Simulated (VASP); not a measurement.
## KZnF3: relaxation of cell and atoms with r2SCAN+rVV10

The system is KZnF3.

```
CELL_PARAMETERS angstrom
4.05237 0.00000 0.00000
0.00000 4.05237 0.00000
0.00000 0.00000 4.05237
ATOMIC_POSITIONS crystal
K 0.00000 0.00000 0.00000
Zn 0.50000 0.50000 0.50000
F 0.50000 0.50000 0.00000
F 0.50000 0.00000 0.50000
F 0.00000 0.50000 0.50000
```

```yaml
Program: VASP 6.6.1
Task: relaxation of cell and atoms
Functional: r2SCAN
Dispersion: rVV10
Potentials_or_basis: VASP PAW PBE potentials, release 64 (K_sv, Zn, F)
Cutoff: 600 eV
k_mesh: 6 × 6 × 6
Occupations: fermi-dirac, width 0.03 eV
Spin: no spin polarisation
Dipole_correction: no
Further_INCAR_settings: ALGO = Normal; EDIFF = 1e-06; IBRION = 2; EDIFFG = -0.01; NSW = 100; ISIF = 3
```

| Item | Value |
| --- | --- |
| Relaxed volume | 13.08 Å³/atom |
| Relaxed cell | a = 4.029 Å, b = 4.029 Å, c = 4.029 Å, α = 90.00°, β = 90.00°, γ = 90.00° |
| Space group after relaxing (to 0.05 Å) | Pm-3m (No. 221) |
| Energy gained by relaxing | 1.1 meV/atom |
| Ionic steps | 2 |
| Pressure after relaxing | 0.1 GPa |
| Band gap on the k mesh | 4.57 eV, indirect (least direct gap 6.65 eV) |

The path:
| step | energy change (eV) | largest force (eV/Å) | pressure (GPa) | volume (Å³) |
| --- | --- | --- | --- | --- |
| 1 | 0.0000 | 0.0000 | -1.43 | 66.55 |
| 2 | -0.0054 | 0.0000 | 0.11 | 65.41 |

Final structure:
```
K Zn F
1.0
     4.02915    0.00000    0.00000
     0.00000    4.02915    0.00000
     0.00000    0.00000    4.02915
K Zn F
1 1 3
Direct
  0.00000 0.00000 0.00000
  0.50000 0.50000 0.50000
  0.50000 0.50000 0.00000
  0.50000 0.00000 0.50000
  0.00000 0.50000 0.50000
```

Levels at points of the mesh, in eV from the valence-band top:
```tsv
k point	band 19	band 20	band 21	band 22	band 23	band 24
(0.00, 0.00, 0.00)	-2.09	-2.09	-2.09	4.57	9.14	9.14
(0.50, 0.00, 0.00)	-1.86	-1.86	-1.52	7.40	8.95	10.15
(0.50, 0.50, 0.00)	-1.94	-1.75	0.00	8.87	10.73	10.98
(0.50, 0.50, 0.50)	-1.73	0.00	0.00	9.12	9.12	9.12
```

Wall time 5.8 min on 1 thread of Oxide Virtual Turin-like Processor, on a shared host, peak memory 0.32 GiB.

Caveat: the PAW data sets were made with another functional, which shifts forces and pressure a little. r2SCAN opens gaps a little over a GGA but as a rule still falls short of measured ones.
